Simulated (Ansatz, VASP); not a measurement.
This is a calculation of SiC for Ansatz 0.2.0.

The input input.yaml:

```yaml
crystal:
  lattice:
    - [3.0318190065, 0.0, 0.0]
    - [-1.5159095032, 2.6256322793, 0.0]
    - [0.0, 0.0, 14.8603212692]
  atoms:
    - { symbol: Si, position: [0.6666666667, 0.3333333333, 0.4583] }
    - { symbol: Si, position: [0.3333333333, 0.6666666667, 0.9583] }
    - { symbol: Si, position: [0.6666666667, 0.3333333333, 0.7917] }
    - { symbol: Si, position: [0.3333333333, 0.6666666667, 0.2917] }
    - { symbol: Si, position: [0.0, 0.0, 0.625] }
    - { symbol: Si, position: [0.0, 0.0, 0.125] }
    - { symbol: C, position: [0.6666666667, 0.3333333333, 0.3333] }
    - { symbol: C, position: [0.3333333333, 0.6666666667, 0.8333] }
    - { symbol: C, position: [0.6666666667, 0.3333333333, 0.6667] }
    - { symbol: C, position: [0.3333333333, 0.6666666667, 0.1667] }
    - { symbol: C, position: [0.0, 0.0, 0.5] }
    - { symbol: C, position: [0.0, 0.0, 0.0] }
hamiltonian:
  xc: { exchange: b88, correlation: pbe }
  pseudopotentials: { kind: paw }
kpoints:
  mp_grid: { grid: [10, 10, 2] }
scf:
  occupations: { method: fermi_dirac, width: 0.05 }
output:
  forces: true
  stress: true
  eigenvalues: true
```

Potentials or basis: Ansatz PAW.

The run is started by

```bash
$ ansatz run input.yaml --threads 2 --pin off --max-ram 5120MiB --backend cpu --events-out ev --progress --plain --runs-dir out
```

Question: Translate it to VASP 6.6.1. Potentials there: VASP PAW PBE potentials, release 64 (Si, C).

Answer: As run (the cutoff follows the program's own potentials):

File INCAR:

```
SYSTEM = SiC
ALGO     = Normal         ! electronic algorithm
EDIFF    = 1E-6           ! SCF threshold, eV
ENCUT    = 600            ! plane-wave cutoff, eV
GGA      = LIBXC          ! functional
GGA_COMPAT= .False.      
ISIF     = 2              ! what is computed and relaxed
ISMEAR   = -1             ! smearing method
LASPH    = .True.         ! aspherical terms in the spheres
LCHARG   = .False.        ! write CHGCAR
LIBXC1   = GGA_X_B88    
LIBXC2   = GGA_C_PBE    
LREAL    = .False.        ! projectors in reciprocal space
LWAVE    = .False.        ! write WAVECAR
NBANDS   = 36             ! bands
NELM     = 120            ! most SCF steps
PREC     = Accurate       ! precision mode
SIGMA    = 0.05           ! smearing width, eV
```

The input KPOINTS:

```
k-points
0
Gamma
  10 10 2
  0 0 0
```

The input POSCAR:

```
SiC
1.0
    3.0318190065      0.0000000000      0.0000000000
   -1.5159095032      2.6256322793      0.0000000000
    0.0000000000      0.0000000000     14.8603212692
Si C
6 6
Direct
    0.6666666667      0.3333333333      0.4583000000
    0.3333333333      0.6666666667      0.9583000000
    0.6666666667      0.3333333333      0.7917000000
    0.3333333333      0.6666666667      0.2917000000
    0.0000000000      0.0000000000      0.6250000000
    0.0000000000      0.0000000000      0.1250000000
    0.6666666667      0.3333333333      0.3333000000
    0.3333333333      0.6666666667      0.8333000000
    0.6666666667      0.3333333333      0.6667000000
    0.3333333333      0.6666666667      0.1667000000
    0.0000000000      0.0000000000      0.5000000000
    0.0000000000      0.0000000000      0.0000000000
```

Potentials or basis: VASP PAW PBE potentials, release 64 (Si, C).

The run is started by

```sh
$ cat potpaw_PBE.64/Si/POTCAR potpaw_PBE.64/C/POTCAR > POTCAR
$ mpirun -np 1 vasp_std > vasp.out
```

Both were run:

|  | VASP | Ansatz | Ansatz less VASP |
| --- | --- | --- | --- |
| gap on the k mesh at the Fermi level (eV) | 2.01 | 2.02 | +0.006 |
| least direct gap on the mesh (eV) | 3.12 | 3.13 | +0.008 |
| pressure (GPa) | 15.1 | 15.3 | +0.25 |
| traceless stress, the component that is largest in VASP (GPa) | 0.56 | 0.55 | -0.007 |
| rms of the force components (eV/Å) | 0.042 | 0.042 | +0.0001 |

VASP's potentials were made for PBE, not for b88 exchange, pbe correlation. Atom by atom the forces differ by 0.000 eV/Å (rms over components). With one functional, cell and mesh, what is left measures potentials, basis and numerics.
